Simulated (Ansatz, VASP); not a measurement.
One calculation of Cs, two programs

```xyz
1
Lattice="-2.7501 2.7501 4.0972 2.7501 -2.7501 4.0972 2.7501 2.7501 -4.0972" Properties=species:S:1:pos:R:3 pbc="T T T"
Cs    0.0000    0.0000    0.0000
```

Alike in both runs: task single point; functional r2SCAN; k mesh 6 × 6 × 6; no spin polarisation.

```csv
,VASP,Ansatz
version,VASP 6.6.1,Ansatz 0.2.0
potentials or method,"VASP PAW PBE potentials, release 64 (Cs_sv), cutoff 520 eV","plane waves, PAW"
occupations,"methfessel-paxton of order 1, width 0.1 eV",cold
valence electrons in the cell,9,9
```

|  | VASP | Ansatz | Ansatz less VASP |
| --- | --- | --- | --- |
| pressure (GPa) | 0.0 | 0.0 | +0.01 |

VASP's potentials were made for PBE, not for r2SCAN.

Neither program's run includes spin-orbit coupling.
